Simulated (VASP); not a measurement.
# SnSe (Pnma) in VASP: notebook

Aim: see how the results for SnSe move with the level of theory and the settings. Levels: revPBE, PBE+D3(BJ). Tasks: relaxation of cell and atoms, single point.

Everything below comes from runs of VASP 6.6.1. Logs are shortened: lines on timing, memory, paths and dates and some standing lists are left out, and cuts for length are marked.

### Step 1. The cell of the first run

The structure is orthorhombic, space group Pnma (No. 62). The conventional cell has a = 11.420 Å, b = 4.190 Å, c = 4.460 Å, α = 90.00°, β = 90.00°, γ = 90.00°. Sn (site symmetry m) has 6 Se at 2.69 to 3.51 Å and 2 Sn at 3.60 Å within 3.6 Å. Within 3.6 Å of Se (site symmetry m) lie 6 Sn at 2.69 to 3.51 Å.

### Step 2. Relaxation of cell and atoms, revPBE

Input file INCAR:

```
PREC = Accurate
ENCUT = 600
EDIFF = 1E-6
ISMEAR = -1
SIGMA = 0.05
LREAL = F
LASPH = T
NELM = 60
ALGO = Normal
ISIF = 3
LWAVE = F
LCHARG = F
GGA = RE
IBRION = 2
NSW = 60
EDIFFG = -0.01
```

Input file KPOINTS:

```
regular mesh
0
Gamma
  3 6 6
```

Input file POSCAR:

```
SnSe
1.0
   11.4200000000      0.0000000000      0.0000000000
    0.0000000000      4.1900000000      0.0000000000
    0.0000000000      0.0000000000      4.4600000000
Sn Se
4 4
Direct
    0.8770000000      0.7500000000      0.9090000000
    0.6230000000      0.2500000000      0.4090000000
    0.3770000000      0.7500000000      0.5910000000
    0.1230000000      0.2500000000      0.0910000000
    0.6430000000      0.7500000000      0.9840000000
    0.8570000000      0.2500000000      0.4840000000
    0.1430000000      0.7500000000      0.5160000000
    0.3570000000      0.2500000000      0.0160000000
```

Potentials or basis: VASP PAW PBE potentials, release 64 (Sn_d, Se).

On the command line:

```sh
$ cat potpaw_PBE.64/Sn_d/POTCAR potpaw_PBE.64/Se/POTCAR > POTCAR
$ mpirun -np 1 vasp_std > vasp.out
```

OUTCAR:

```text
PREC = Accurate
   ENCUT = 600
   EDIFF = 1E-6
   ISMEAR = -1
   LREAL = F
   LASPH = T
   NELM = 60
   ISIF = 3
   GGA = RE
   IBRION = 2
   NSW = 60
   EDIFFG = -0.01

 ion  position               nearest neighbor table
   1  0.877  0.750  0.909-   5 2.69   6 2.83   6 2.83   4 3.60   4 3.60
   2  0.623  0.250  0.409-   6 2.69   5 2.83   5 2.83   3 3.60   3 3.60
   3  0.377  0.750  0.591-   7 2.69   8 2.83   8 2.83   2 3.60   2 3.60
   4  0.123  0.250  0.091-   8 2.69   7 2.83   7 2.83   1 3.60   1 3.60
   5  0.643  0.750  0.984-   1 2.69   2 2.83   2 2.83
   6  0.857  0.250  0.484-   2 2.69   1 2.83   1 2.83
   7  0.143  0.750  0.516-   3 2.69   4 2.83   4 2.83
   8  0.357  0.250  0.016-   4 2.69   3 2.83   3 2.83

  LATTYP: Found a simple orthorhombic cell.
 ALAT       =     4.1900000000
 B/A-ratio  =     1.0644391408
 C/A-ratio  =     2.7255369928

  Lattice vectors:

 A1 = (   0.0000000000,   4.1900000000,   0.0000000000)
 A2 = (   0.0000000000,   0.0000000000,   4.4600000000)
 A3 = (  11.4200000000,   0.0000000000,   0.0000000000)

Analysis of symmetry for initial positions (statically):
=====================================================================
 Subroutine PRICEL returns:
 Original cell was already a primitive cell.

 Routine SETGRP: Setting up the symmetry group for a
 simple orthorhombic supercell.

 Subroutine GETGRP returns: Found  8 space group operations
 (whereof  2 operations were pure point group operations)
 out of a pool of  8 trial point group operations.

The static configuration has the point symmetry S_2 .
 The point group associated with its full space group is D_2h.

Analysis of symmetry for dynamics (positions and initial velocities):
=====================================================================
 Subroutine PRICEL returns:
 Original cell was already a primitive cell.

 Routine SETGRP: Setting up the symmetry group for a
 simple orthorhombic supercell.

 Subroutine GETGRP returns: Found  8 space group operations
 (whereof  2 operations were pure point group operations)
 out of a pool of  8 trial point group operations.

The dynamic configuration has the point symmetry S_2 .
 The point group associated with its full space group is D_2h.

 Subroutine INISYM returns: Found  8 space group operations
 (whereof  2 operations are pure point group operations),
 and found     1 'primitive' translations

----------------------------------------------------------------------------------------

                                     Primitive cell

  volume of cell :     213.4101

  direct lattice vectors                    reciprocal lattice vectors
[... 117 lines left out ...]
   IMIX   =      4    mixing-type and parameters
     AMIX     =   0.40;   BMIX     =  1.00
     AMIX_MAG =   1.60;   BMIX_MAG =  1.00
  volume/ion in A,a.u.               =      26.68       180.02
  Fermi-wavevector in a.u.,A,eV,Ry     =   1.180411  2.230653 18.957944  1.393370
  Thomas-Fermi vector in A             =   2.316704
   LORBIT       =      0    0 simple, 1 ext, 2 COOP (PROOUT), +10 PAW based schemes
   GGA     = RE    functional components
   LHFCALC =     F    Hartree Fock is set to
   AEXX    =    0.0000 exact exchange contribution
   IVDW    =     0    specifies the selected vdW correction
   LEPSILON=     F    determine dielectric tensor
   LRPA    =     F    only Hartree local field effects (RPA)
 conjugate gradient relaxation of ions
 non-spin polarized calculation
  energy-cutoff  :      600.00
  volume of cell :      213.41
 maximum number of plane-waves:      7152
 NGX is ok and might be reduce to    96
   NGX = 45   NGY = 17   NGZ = 17

--------------------------------------- Ionic step        1  -------------------------------------------

 number of electron      79.9999997 magnetization

 Free energy of the ion-electron system (eV)
  ---------------------------------------------------
  ext. energy  EPLUGINS =         0.00000000
  ---------------------------------------------------
  free energy    TOTEN  =       -30.29328344 eV

  energy without entropy =      -30.29319241  energy(sigma->0) =      -30.29323793

------------------------ aborting loop because EDIFF is reached ----------------------------------------

  FORCE on cell =-STRESS in cart. coord.  units (eV):
  Direction    XX          YY          ZZ          XY          YZ          ZX
  --------------------------------------------------------------------------------------
  -------------------------------------------------------------------------------------
  Total        7.3542930      3.7603298      3.5118362      0.0000000     -0.0000000      0.0000000
  in kB       55.2123876     28.2306927     26.3651255      0.0000000     -0.0000000      0.0000000
  external PRESSURE =      36.6027353 kB  Pullay stress =       0.0000000 kB
[... 107 lines left out ...]
  FREE ENERGIE OF THE ION-ELECTRON SYSTEM (eV)
  ---------------------------------------------------
  free  energy   TOTEN  =       -30.4726898361 eV

  energy  without entropy=      -30.4726075227  energy(sigma->0) =      -30.47264868

 E-fermi :   5.0934     XC(G=0):  -9.3071

 val. band max:        4.7783236379   @ k =   0.0000   0.0000   0.3333
 cond. band min:       5.4031731408   @ k =   0.0000   0.3333   0.0000
 fundamental gap:      0.6248495029
 Fermi energy:         5.0934186053

 k-point     1 :       0.0000    0.0000    0.0000
  band No.  band energies     occupation
      1     -16.5614      2.00000
      2     -16.5583      2.00000
      3     -16.5543      2.00000
      4     -16.5541      2.00000
      5     -16.5522      2.00000
      6     -16.5491      2.00000
[... 1213 lines left out ...]
     47       8.8169      0.00000
     48       8.8169      0.00000

 [... further k-points ...]

[... ionic steps 4 to 35 ...]

--------------------------------------- Ionic step       36  -------------------------------------------

 number of electron      80.0000003 magnetization

------------------------ aborting loop because EDIFF is reached ----------------------------------------
[... 79 lines left out ...]
--------------------------------------- Ionic step       38  -------------------------------------------

 number of electron      79.9999997 magnetization

 Free energy of the ion-electron system (eV)
  ---------------------------------------------------
  ext. energy  EPLUGINS =         0.00000000
  ---------------------------------------------------
  free energy    TOTEN  =       -30.53629465 eV

  energy without entropy =      -30.53628724  energy(sigma->0) =      -30.53629094

 E-fermi :   4.6619     XC(G=0):  -9.0150

 val. band max:        4.2267700217   @ k =   0.0000   0.0000   0.3333
 cond. band min:       5.0912117433   @ k =   0.0000   0.3333   0.0000
 fundamental gap:      0.8644417216
 Fermi energy:         4.6619043518

 k-point     1 :       0.0000    0.0000    0.0000
  band No.  band energies     occupation
      1     -17.0130      2.00000
      2     -17.0094      2.00000
      3     -17.0040      2.00000
      4     -17.0027      2.00000
      5     -17.0023      2.00000
      6     -17.0005      2.00000
[... 1250 lines left out ...]
  FREE ENERGIE OF THE ION-ELECTRON SYSTEM (eV)
  ---------------------------------------------------
  free  energy   TOTEN  =       -30.5362946473 eV

  energy  without entropy=      -30.5362872421  energy(sigma->0) =      -30.53629094

 reached required accuracy - stopping structural energy minimisation
```

OSZICAR:

```text
N       E                     dE             d eps       ncg     rms          rms(c)
DAV:   1     0.928499341183E+03    0.92850E+03   -0.40039E+04  3288   0.235E+03
DAV:   2     0.129632627589E+03   -0.79887E+03   -0.77698E+03  3072   0.674E+02
[... 341 lines left out ...]
DAV:   1    -0.305366124224E+02   -0.33542E-03   -0.63038E-02  4304   0.133E+00    0.116E-01
DAV:   2    -0.305363685380E+02    0.24388E-03   -0.15965E-03  3848   0.311E-01    0.537E-02
DAV:   3    -0.305362921086E+02    0.76429E-04   -0.30192E-04  3896   0.140E-01    0.156E-02
DAV:   4    -0.305362929523E+02   -0.84372E-06   -0.22327E-05  3632   0.320E-02    0.863E-03
DAV:   5    -0.305362943301E+02   -0.13777E-05   -0.28075E-06  2440   0.124E-02    0.216E-03
DAV:   6    -0.305362946473E+02   -0.31720E-06   -0.93309E-07  1704   0.101E-02
  38 F= -.30536295E+02 E0= -.30536291E+02  d E =-.318976E-03
```

CONTCAR:

```text
SnSe
   1.00000000000000
    12.0669747185063372    0.0000000000000000    0.0000000000000000
     0.0000000000000000    4.2187187502161603    0.0000000000000001
     0.0000000000000000    0.0000000000000005    4.7221765150627402
  Sn              Se
     4     4
Direct
     0.8757396403379318    0.7500000000000000    0.8739390342034765
     0.6242603596620682    0.2500000000000000    0.3739390342034765
     0.3757396403379317    0.7500000000000000    0.6260609657965235
     0.1242603596620682    0.2500000000000000    0.1260609657965235
     0.6480618441073243    0.7500000000000000    0.9799841664534575
     0.8519381558926757    0.2500000000000000    0.4799841664534575
     0.1480618441073241    0.7500000000000000    0.5200158335465425
     0.3519381558926760    0.2500000000000000    0.0200158335465426

  0.00000000E+00  0.00000000E+00  0.00000000E+00
  0.00000000E+00  0.00000000E+00  0.00000000E+00
  0.00000000E+00  0.00000000E+00  0.00000000E+00
  0.00000000E+00  0.00000000E+00  0.00000000E+00
  0.00000000E+00  0.00000000E+00  0.00000000E+00
  0.00000000E+00  0.00000000E+00  0.00000000E+00
  0.00000000E+00  0.00000000E+00  0.00000000E+00
  0.00000000E+00  0.00000000E+00  0.00000000E+00
```

Wall time 73 min (1 thread of Intel Xeon 6975P-C (Granite Rapids), shared host); peak memory 0.58 GiB.

What came out:

```
Free energy                           : -30.5363 eV
Relaxed volume                        : 30.05 Å³/atom
Relaxed cell                          : a = 12.067 Å, b = 4.219 Å, c = 4.722 Å, α = 90.00°, β = 90.00°, γ = 90.00°
Space group after relaxing (to 0.1 Å) : Pnma (No. 62)
Energy gained by relaxing             : 30.4 meV/atom
Ionic steps                           : 38
Pressure after relaxing               : 0.0 GPa
Largest force after relaxing          : 0.010 eV/Å
Band gap on the k mesh                : 0.86 eV (least direct gap 1.12 eV)
```

Forces on the atoms (eV/Å):
```
Sn  -0.005  0.000  0.001
Sn   0.005  0.000  0.001
Sn  -0.005  0.000 -0.001
Sn   0.005  0.000 -0.001
Se  -0.010  0.000 -0.002
Se   0.010  0.000 -0.002
Se  -0.010  0.000  0.002
Se   0.010  0.000  0.002
```

Step by step:
| step | energy change (eV) | largest force (eV/Å) | pressure (GPa) | volume (Å³) |
| --- | --- | --- | --- | --- |
| 1 | 0.0000 | 0.3537 | 3.66 | 213.41 |
| 2 | -0.1558 | 0.3463 | -1.02 | 232.76 |
| 3 | -0.1794 | 0.1967 | 0.08 | 227.19 |
| 4 | -0.1916 | 0.1674 | 0.11 | 228.12 |
| 5 | -0.2149 | 0.0911 | 0.18 | 230.92 |
| 6 | -0.2047 | 0.1889 | 0.51 | 236.55 |
| 7 | -0.2199 | 0.0969 | 0.30 | 232.96 |
| 8 | -0.2291 | 0.0435 | -0.05 | 236.51 |
| 9 | -0.2300 | 0.0356 | -0.18 | 238.16 |
| 10 | -0.2346 | 0.0226 | 0.01 | 238.24 |
| 11 | -0.2358 | 0.0473 | 0.15 | 238.29 |
| 12 | -0.2381 | 0.0220 | -0.04 | 239.94 |
| 13 | -0.2382 | 0.0206 | -0.02 | 239.71 |
| 14 | -0.2384 | 0.0188 | 0.02 | 239.71 |
| 15 | -0.2385 | 0.0189 | 0.05 | 239.72 |
| 16 | -0.2386 | 0.0237 | 0.11 | 239.72 |
| 17 | -0.2386 | 0.0213 | 0.08 | 239.72 |
| 18 | -0.2387 | 0.0204 | 0.07 | 239.84 |
| 19 | -0.2389 | 0.0216 | 0.04 | 240.20 |
| 20 | -0.2392 | 0.0247 | -0.03 | 240.93 |
| 21 | -0.2392 | 0.0252 | -0.05 | 241.12 |
| 22 | -0.2395 | 0.0224 | -0.03 | 241.22 |
| 23 | -0.2400 | 0.0197 | 0.01 | 241.49 |
| 24 | -0.2401 | 0.0387 | 0.08 | 242.03 |
| 25 | -0.2402 | 0.0262 | 0.03 | 241.76 |
| 26 | -0.2406 | 0.0200 | -0.03 | 242.17 |
| 27 | -0.2407 | 0.0185 | -0.06 | 242.38 |
| 28 | -0.2407 | 0.0182 | -0.14 | 242.79 |
| 29 | -0.2407 | 0.0181 | -0.10 | 242.54 |
| 30 | -0.2410 | 0.0195 | -0.08 | 242.43 |
| 31 | -0.2414 | 0.0224 | -0.07 | 242.22 |
| 32 | -0.2419 | 0.0299 | -0.01 | 241.80 |
| 33 | -0.2419 | 0.0329 | 0.01 | 241.64 |
| 34 | -0.2424 | 0.0220 | -0.01 | 241.53 |
| 35 | -0.2426 | 0.0154 | -0.05 | 241.47 |
| 36 | -0.2427 | 0.0109 | -0.10 | 241.34 |
| 37 | -0.2430 | 0.0091 | -0.04 | 240.58 |
| 38 | -0.2430 | 0.0097 | -0.02 | 240.39 |

Final structure:
```yaml
crystal:
  lattice:
    - [12.06697, 0.00000, 0.00000]
    - [0.00000, 4.21872, 0.00000]
    - [0.00000, 0.00000, 4.72218]
  atoms:
    - { symbol: Sn, position: [0.87574, 0.75000, 0.87394] }
    - { symbol: Sn, position: [0.62426, 0.25000, 0.37394] }
    - { symbol: Sn, position: [0.37574, 0.75000, 0.62606] }
    - { symbol: Sn, position: [0.12426, 0.25000, 0.12606] }
    - { symbol: Se, position: [0.64806, 0.75000, 0.97998] }
    - { symbol: Se, position: [0.85194, 0.25000, 0.47998] }
    - { symbol: Se, position: [0.14806, 0.75000, 0.52002] }
    - { symbol: Se, position: [0.35194, 0.25000, 0.02002] }
```

Caveat: the PAW data sets were made with another functional, which shifts forces and pressure a little; spin-orbit coupling is left out, which moves the levels of the heavy elements.

### Step 3. Single point, PBE+D3(BJ)

This run uses another cell than the first one, of 25.61 Å³/atom.

Input file INCAR:

```
ALGO = Normal ; EDIFF = 1E-6
ENCUT = 520 ; GGA = PE
ISIF = 2 ; ISMEAR = -1
IVDW = 12 ; LASPH = T
LCHARG = T ; LELF = T
LREAL = F ; LVHAR = T
LWAVE = F ; NBANDS = 50
NELM = 60 ; PREC = Accurate
SIGMA = 0.05
```

Input file KPOINTS:

```
k-points
0
Gamma
  3 6 6
```

POSCAR: that of step 2 with these lines changed.

```diff
@@ -2,5 +2,5 @@
 1.0
-   11.4200000000      0.0000000000      0.0000000000
-    0.0000000000      4.1900000000      0.0000000000
-    0.0000000000      0.0000000000      4.4600000000
+   11.2656567555      0.0000000000      0.0000000000
+    0.0000000000      4.1333714366      0.0000000000
+    0.0000000000      0.0000000000      4.3997223406
 Sn Se
```

Potentials or basis: VASP PAW PBE potentials, release 64 (Sn_d, Se).

On the command line:

```sh
$ cat potpaw_PBE.64/Sn_d/POTCAR potpaw_PBE.64/Se/POTCAR > POTCAR
$ mpirun -np 1 vasp_std > vasp.out
```

It took 2.4 min on 1 thread of Intel Xeon 6975P-C (Granite Rapids), shared host; peak memory 0.46 GiB.

Results (log left out):

```yaml
Free_energy: -35.5967 eV
Pressure: 2.6 GPa
Largest_force: 0.587 eV/Å
Band_gap_on_the_k_mesh: 0.53 eV (least direct gap 0.70 eV)
Dispersion_energy_per_atom: -0.378 eV
```

Forces in eV/Å, atoms in the order of the input:
```
Sn   0.577  0.000  0.106
Sn  -0.577  0.000  0.106
Sn   0.577  0.000 -0.106
Sn  -0.577  0.000 -0.106
Se  -0.447  0.000 -0.078
Se   0.447  0.000 -0.078
Se  -0.447  0.000  0.078
Se   0.447  0.000  0.078
```

Stress tensor (GPa, compression positive):
```
4.82 0.00 0.00
0.00 1.64 0.00
0.00 0.00 1.38
```

Levels at points of the mesh, in eV from the valence-band top:
```
           k point  band 38  band 39  band 40  band 41  band 42  band 43
(0.00, 0.00, 0.00)    -1.25    -0.86    -0.62     0.70     2.92     2.92
(0.00, 0.50, 0.00)    -1.10    -0.80    -0.80     0.81     0.81     1.47
(0.00, 0.00, 0.50)    -0.86    -0.33    -0.33     1.23     1.23     1.51
(0.00, 0.50, 0.50)    -2.41    -1.64    -1.64     2.87     2.87     3.13
```

Caveat: semilocal functionals underestimate gaps, and a narrow one can read as zero; spin-orbit coupling is left out, which moves the levels of the heavy elements.
